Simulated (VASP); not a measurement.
# CdTe (F-43m) in VASP: settings compared

The runs below take CdTe through single point, with HSE06, PBE0, r2SCANh.

All numbers are computed with VASP 6.6.1; they aren't measurements. Logs are shortened: lines on timing, memory, paths and dates and some standing lists are left out, and cuts for length are marked.

## 1. The cell of the first run

Symmetry: F-43m, No. 216, cubic system. The conventional cell has a = 6.560 Å, b = 6.560 Å, c = 6.560 Å, α = 90.00°, β = 90.00°, γ = 90.00°. Within 3.7 Å of Cd (site symmetry -43m) lie 4 Te at 2.84 Å. Te (site symmetry -43m) has 4 Cd at 2.84 Å within 3.7 Å.

## 2. Single point, HSE06

File POSCAR:

```
CdTe
1.0
    0.0000000000      3.2799551161      3.2799551161
    3.2799551161      0.0000000000      3.2799551161
    3.2799551161      3.2799551161      0.0000000000
Cd Te
1 1
Direct
    0.0000000000      0.0000000000      0.0000000000
    0.2500000000      0.2500000000      0.2500000000
```

File INCAR.step1:

```
SYSTEM = CdTe
PREC = Accurate
ENCUT = 520
EDIFF = 1E-5
ISMEAR = 0
SIGMA = 0.01
LREAL = .False.
LASPH = .True.
NELM = 100
ALGO = Normal
ISIF = 2
LWAVE = .True.
LCHARG = .False.
GGA = PE
NBANDS = 16
```

File INCAR.step2:

```
SYSTEM = CdTe
PREC = Accurate
ENCUT = 520
EDIFF = 1E-7
ISMEAR = 0
SIGMA = 0.01
LREAL = .False.
LASPH = .True.
NELM = 100
ALGO = Normal
ISIF = 2
LWAVE = .False.
LCHARG = .False.
GGA = PE
LHFCALC = .True.
HFSCREEN = 0.2079
PRECFOCK = Normal
ISTART = 1
NBANDS = 16
```

File KPOINTS:

```
regular mesh
0
Gamma
  4 4 4
  0 0 0
```

Potentials or basis: VASP PAW PBE potentials, release 64 (Cd, Te).

Run with:

```bash
> cat potpaw_PBE.64/Cd/POTCAR potpaw_PBE.64/Te/POTCAR > POTCAR
> cp INCAR.step1 INCAR
> mpirun -np 1 vasp_std > vasp.out
> cp INCAR.step2 INCAR
> mpirun -np 1 vasp_std > vasp.out
```

OUTCAR:

```text
SYSTEM = CdTe
   PREC = Accurate
   ENCUT = 520
   EDIFF = 1E-7
   ISMEAR = 0
   LREAL = .False.
   LASPH = .True.
   NELM = 100
   ISIF = 2
   GGA = PE
   LHFCALC = .True.
   HFSCREEN = 0.2079
   PRECFOCK = Normal
   ISTART = 1

 ion  position               nearest neighbor table
   1  0.000  0.000  0.000-   2 2.84   2 2.84   2 2.84   2 2.84
   2  0.250  0.250  0.250-   1 2.84   1 2.84   1 2.84   1 2.84

  LATTYP: Found a face centered cubic cell.
 ALAT       =     6.5599102322

  Lattice vectors:

 A1 = (   0.0000000000,   3.2799551161,   3.2799551161)
 A2 = (   3.2799551161,   0.0000000000,   3.2799551161)
 A3 = (   3.2799551161,   3.2799551161,   0.0000000000)

Analysis of symmetry for initial positions (statically):
=====================================================================
 Subroutine PRICEL returns:
 Original cell was already a primitive cell.

 Routine SETGRP: Setting up the symmetry group for a
 face centered cubic supercell.

 Subroutine GETGRP returns: Found 24 space group operations
 (whereof 24 operations were pure point group operations)
 out of a pool of 48 trial point group operations.

The static configuration has the point symmetry T_d .

Analysis of symmetry for dynamics (positions and initial velocities):
=====================================================================
 Subroutine PRICEL returns:
 Original cell was already a primitive cell.

 Routine SETGRP: Setting up the symmetry group for a
 face centered cubic supercell.

 Subroutine GETGRP returns: Found 24 space group operations
 (whereof 24 operations were pure point group operations)
 out of a pool of 48 trial point group operations.

The dynamic configuration has the point symmetry T_d .

 Subroutine INISYM returns: Found 24 space group operations
 (whereof 24 operations are pure point group operations),
 and found     1 'primitive' translations

----------------------------------------------------------------------------------------

                                     Primitive cell

  volume of cell :      70.5722

  direct lattice vectors                    reciprocal lattice vectors
     0.000000000  3.279955116  3.279955116    -0.152441110  0.152441110  0.152441110
     3.279955116  0.000000000  3.279955116     0.152441110 -0.152441110  0.152441110
     3.279955116  3.279955116  0.000000000     0.152441110  0.152441110 -0.152441110

  length of vectors
     4.638557009  4.638557009  4.638557009     0.264035748  0.264035748  0.264035748

  position of ions in fractional coordinates (direct lattice)
     0.000000000  0.000000000  0.000000000
     0.250000000  0.250000000  0.250000000

  ion indices of the primitive-cell ions
   primitive index   ion index
                 1           1
                 2           2

----------------------------------------------------------------------------------------

 KPOINTS: regular mesh

Automatic generation of k-mesh.
 Grid dimensions read from file:
 generate k-points for:    4    4    4

 Generating k-lattice:

  Cartesian coordinates                     Fractional coordinates (reciprocal lattice)
    -0.038110278  0.038110278  0.038110278     0.250000000  0.000000000  0.000000000
     0.038110278 -0.038110278  0.038110278     0.000000000  0.250000000  0.000000000
     0.038110278  0.038110278 -0.038110278     0.000000000  0.000000000  0.250000000

  Length of vectors
     0.066008937  0.066008937  0.066008937

  Shift w.r.t. Gamma in fractional coordinates (k-lattice)
     0.000000000  0.000000000  0.000000000

 Subroutine IBZKPT returns following result:
 ===========================================

 Found      8 irreducible k-points:

 Following reciprocal coordinates:
            Coordinates               Weight
  0.000000  0.000000  0.000000      1.000000
  0.250000  0.000000  0.000000      8.000000
  0.500000  0.000000  0.000000      4.000000
  0.250000  0.250000  0.000000      6.000000
  0.500000  0.250000  0.000000     24.000000
 -0.250000  0.250000  0.000000     12.000000
  0.500000  0.500000  0.000000      3.000000
 -0.250000  0.500000  0.250000      6.000000
   k-points           NKPTS =      8   k-points in BZ     NKDIM =     64   number of bands    NBANDS=     16
   number of dos      NEDOS =    301   number of ions     NIONS =      2
   total plane-waves  NPLWV =  46656
   dimension x,y,z NGX =    36 NGY =   36 NGZ =   36
   dimension x,y,z NGXF=    72 NGYF=   72 NGZF=   72
   ions per type =               1   1
   NGX,Y,Z   is equivalent  to a cutoff of  12.90, 12.90, 12.90 a.u.
   NGXF,Y,Z  is equivalent  to a cutoff of  25.80, 25.80, 25.80 a.u.
 SYSTEM =  CdTe
   PREC   = accura    normal or accurate (medium, high low for compatibility)
   ISTART =      1    job   : 0-new  1-cont  2-samecut
   ICHARG =      0    charge: 1-file 2-atom 10-const
   ISPIN  =      1    spin polarized calculation?
   LNONCOLLINEAR =      F non collinear calculations
   LSORBIT =      F    spin-orbit coupling
   LASPH  =      T    aspherical Exc in radial PAW
   ENCUT  =  520.0 eV  38.22 Ry    6.18 a.u.   8.62  8.62  8.62*2*pi/ulx,y,z
   NELM   =    100;   NELMIN=  2; NELMDL=  0     # of ELM steps
   EDIFF  = 0.1E-06   stopping-criterion for ELM
   LREAL  =      F    real-space projection
   EDIFFG = 0.1E-05   stopping-criterion for IOM
   NSW    =      0    number of steps for IOM
   IBRION =     -1    ionic relax: 0-MD 1-quasi-New 2-CG
   NFREE  =      0    steps in history (QN), initial steepest desc. (CG)
   ISIF   =      2    stress and relaxation
   ISYM   =      3    0-nonsym 1-usesym 2-fastsym
   POTIM  = 0.5000    time-step for ionic-motion
   TEBEG  =    0.0;   TEEND  =   0.0 temperature during run
   PSTRESS=    0.0 pullay stress
   NELECT =      18.0000    total number of electrons
   NUPDOWN=      -1.0000    fix difference up-down
   EMIN   =  10.00;   EMAX   =-10.00  energy-range for DOS
   EFERMI =   0.00;   METHOD = LEGACY
   ISMEAR =     0;   SIGMA  =   0.01  broadening in eV -4-tet -1-fermi 0-gaus
   EFERMI_NEDOS =   21; number of points for ismear=-14 and -15
   IALGO  =     38    algorithm
   IMIX   =      1    mixing-type and parameters
     AMIX     =   0.40;   BMIX     =  1.00
     AMIX_MAG =   1.60;   BMIX_MAG =  1.00
  volume/ion in A,a.u.               =      35.29       238.12
  Fermi-wavevector in a.u.,A,eV,Ry     =   1.038216  1.961944 14.665621  1.077893
  Thomas-Fermi vector in A             =   2.172690
   LORBIT       =      0    0 simple, 1 ext, 2 COOP (PROOUT), +10 PAW based schemes
   GGA     = PE    functional components
   LHFCALC =     T    Hartree Fock is set to
   PRECFOCK=normal    Normal, Fast or Accurate (Low or Medium for compatibility)
   ENCUT4O =  -1.0   cutoff for four orbital integrals eV
   NKREDX  =     1    reduce k-point grid by
   NKREDY  =     1    reduce k-point grid by
   NKREDZ  =     1    reduce k-point grid by
   AEXX    =    0.2500 exact exchange contribution
   HFSCREEN=    0.2079 screening length (either q_TF or 0.3 A-1)
   HFSCREENC=   0.2079 screening length for correlation (either q_TF or 0.3 A-1)
   ENCUTFOCK=  -1.0 apply spherical cutoff to Coloumb kernel
   IVDW    =     0    specifies the selected vdW correction
   LEPSILON=     F    determine dielectric tensor
   LRPA    =     F    only Hartree local field effects (RPA)
 non-spin polarized calculation
 Gauss-broadening in eV      SIGMA  =   0.01
  energy-cutoff  :      520.00
  volume of cell :       70.57
 maximum number of plane-waves:      1924
 NGX is ok and might be reduce to    36
  NGX = 28; NGY = 28; NGZ = 28

 number of electron      18.0000006 magnetization

 Free energy of the ion-electron system (eV)
  ---------------------------------------------------
  ext. energy  EPLUGINS =         0.00000000
  ---------------------------------------------------
  free energy    TOTEN  =        -5.99420673 eV

  energy without entropy =       -5.99420673  energy(sigma->0) =       -5.99420673

 E-fermi :   1.5812     XC(G=0):  -7.0327

 val. band max:        1.5292472671   @ k =   0.0000   0.0000   0.0000
 cond. band min:       2.9728476255   @ k =   0.0000   0.0000   0.0000
 fundamental gap:      1.4436003584
 Fermi energy:         1.5812024339

 k-point     1 :       0.0000    0.0000    0.0000
  band No.  band energies     occupation
      1     -10.3855      2.00000
      2      -7.9648      2.00000
      3      -7.9648      2.00000
      4      -7.9648      2.00000
      5      -7.7277      2.00000
      6      -7.7277      2.00000
[... 8 lines left out ...]
     15      11.7944      0.00000
     16      11.7944      0.00000

 k-point     2 :       0.2500    0.0000    0.0000
  band No.  band energies     occupation
      1     -10.2021      2.00000
      2      -7.9333      2.00000
      3      -7.9333      2.00000
      4      -7.7352      2.00000
      5      -7.7282      2.00000
      6      -7.7282      2.00000
[... 8 lines left out ...]
     15      10.8705      0.00000
     16      10.8705      0.00000

 k-point     3 :       0.5000    0.0000    0.0000
  band No.  band energies     occupation
      1     -10.0353      2.00000
      2      -7.9082      2.00000
      3      -7.9082      2.00000
      4      -7.7211      2.00000
      5      -7.7211      2.00000
      6      -7.3083      2.00000
[... 8 lines left out ...]
     15      12.8422      0.00000
     16      12.8422      0.00000

 k-point     4 :       0.2500    0.2500    0.0000
  band No.  band energies     occupation
      1     -10.1445      2.00000
      2      -7.8974      2.00000
      3      -7.8974      2.00000
      4      -7.7907      2.00000
      5      -7.7149      2.00000
      6      -7.6588      2.00000
[... 8 lines left out ...]
     15      12.3601      0.00000
     16      13.1860      0.00000

 k-point     5 :       0.5000    0.2500    0.0000
  band No.  band energies     occupation
      1      -9.9856      2.00000
      2      -7.8771      2.00000
      3      -7.8641      2.00000
      4      -7.7608      2.00000
      5      -7.7146      2.00000
      6      -7.2360      2.00000
[... 8 lines left out ...]
     15      13.0410      0.00000
     16      13.5160      0.00000

 k-point     6 :      -0.2500    0.2500    0.0000
  band No.  band energies     occupation
      1     -10.0362      2.00000
      2      -7.8952      2.00000
      3      -7.8911      2.00000
      4      -7.7343      2.00000
      5      -7.7325      2.00000
      6      -7.3745      2.00000
[... 8 lines left out ...]
     15      12.0578      0.00000
     16      13.6242      0.00000

 k-point     7 :       0.5000    0.5000    0.0000
  band No.  band energies     occupation
      1      -9.9367      2.00000
      2      -7.8235      2.00000
      3      -7.8235      2.00000
      4      -7.8086      2.00000
      5      -7.7019      2.00000
      6      -7.1351      2.00000
[... 8 lines left out ...]
     15      13.3494      0.00000
     16      14.0405      0.00000

 k-point     8 :      -0.2500    0.5000    0.2500
  band No.  band energies     occupation
      1      -9.9388      2.00000
      2      -7.8588      2.00000
      3      -7.8473      2.00000
      4      -7.7545      2.00000
      5      -7.7261      2.00000
      6      -7.0659      2.00000
[... 8 lines left out ...]
     15      13.6354      0.00000
     16      13.7763      0.00000

------------------------ aborting loop because EDIFF is reached ----------------------------------------

  FORCE on cell =-STRESS in cart. coord.  units (eV):
  Direction    XX          YY          ZZ          XY          YZ          ZX
  --------------------------------------------------------------------------------------
  -------------------------------------------------------------------------------------
  Total        0.1076515      0.1076515      0.1076515      0.0000000     -0.0000000     -0.0000000
  in kB        2.4439753      2.4439753      2.4439753      0.0000000     -0.0000000     -0.0000000
  external PRESSURE =       2.4439753 kB  Pullay stress =       0.0000000 kB

 VOLUME and BASIS-vectors are now :
 -----------------------------------------------------------------------------
  energy-cutoff  :      520.00
  volume of cell :       70.57
      direct lattice vectors                 reciprocal lattice vectors
     0.000000000  3.279955116  3.279955116    -0.152441110  0.152441110  0.152441110
     3.279955116  0.000000000  3.279955116     0.152441110 -0.152441110  0.152441110
     3.279955116  3.279955116  0.000000000     0.152441110  0.152441110 -0.152441110

 POSITION                                       TOTAL-FORCE (eV/Angst)
 -----------------------------------------------------------------------------------
      0.00000      0.00000      0.00000        -0.000000     -0.000000      0.000000
      1.63998      1.63998      1.63998         0.000000      0.000000     -0.000000
 -----------------------------------------------------------------------------------
    total drift:                               -0.000003     -0.000002     -0.000002

  FREE ENERGIE OF THE ION-ELECTRON SYSTEM (eV)
  ---------------------------------------------------
  free  energy   TOTEN  =        -5.9942067263 eV

  energy  without entropy=       -5.9942067263  energy(sigma->0) =       -5.99420673
```

Wall time 31 min (1 thread of Intel Xeon 8259CL, shared host); peak memory 0.32 GiB.

Results:

- Free energy: -5.9942 eV
- Pressure: 0.2 GPa
- Band gap on the k mesh: 1.44 eV

Levels at points of the mesh, in eV from the valence-band top:
```
           k point  band 7  band 8  band 9  band 10  band 11  band 12
(0.00, 0.00, 0.00)    0.00    0.00    0.00     1.44     5.49     5.49
(0.50, 0.00, 0.00)   -4.52   -0.77   -0.77     2.58     6.06     6.06
(0.50, 0.50, 0.00)   -4.41   -1.87   -1.87     3.35     3.47     9.77
```

Caveat: the PAW data sets were made with another functional, which shifts forces and pressure a little; spin-orbit coupling is left out, which moves the levels of the heavy elements.

## 3. Single point, PBE0

POSCAR is that of step 2.

File INCAR.step1:

```
PREC = Accurate
ENCUT = 520
EDIFF = 1E-5
ISMEAR = 0
SIGMA = 0.01
LREAL = F
LASPH = T
NELM = 60
ALGO = Normal
ISIF = 2
LWAVE = T
LCHARG = F
NBANDS = 16
GGA = PE
```

File INCAR.step2:

```
PREC = Accurate
ENCUT = 520
EDIFF = 1E-6
ISMEAR = 0
SIGMA = 0.01
LREAL = F
LASPH = T
NELM = 60
ALGO = Normal
ISIF = 2
LWAVE = F
LCHARG = F
GGA = PE
LHFCALC = T
AEXX = 0.25
PRECFOCK = Normal
NBANDS = 16
ISTART = 1
```

File KPOINTS:

```
regular mesh
0
Gamma
  4 4 4
```

Potentials or basis: VASP PAW PBE potentials, release 64 (Cd, Te).

Run with:

```bash
> cat potpaw_PBE.64/Cd/POTCAR potpaw_PBE.64/Te/POTCAR > POTCAR
> cp INCAR.step1 INCAR
> mpirun -np 1 vasp_std > vasp.out
> cp INCAR.step2 INCAR
> mpirun -np 1 vasp_std > vasp.out
```

Wall time 17 min (1 thread of Intel Xeon 8259CL, shared host); peak memory 0.22 GiB.

Results (log left out):

```yaml
Free_energy: -6.5641 eV
Pressure: 0.0 GPa
Band_gap_on_the_k_mesh: 2.12 eV
```

Levels at points of the mesh, in eV from the valence-band top:
| k point | band 6 | band 7 | band 8 | band 9 | band 10 | band 11 | band 12 | band 13 |
| --- | --- | --- | --- | --- | --- | --- | --- | --- |
| (0.00, 0.00, 0.00) | -9.31 | 0.00 | 0.00 | 0.00 | 2.12 | 6.20 | 6.20 | 6.20 |
| (0.50, 0.00, 0.00) | -8.89 | -4.59 | -0.79 | -0.79 | 3.27 | 6.78 | 6.78 | 8.65 |
| (0.50, 0.50, 0.00) | -8.72 | -4.48 | -1.90 | -1.90 | 4.03 | 4.18 | 10.50 | 10.92 |

Caveat: the PAW data sets were made with another functional, which shifts forces and pressure a little; spin-orbit coupling is left out, which moves the levels of the heavy elements.

[end of part 1 of 2]
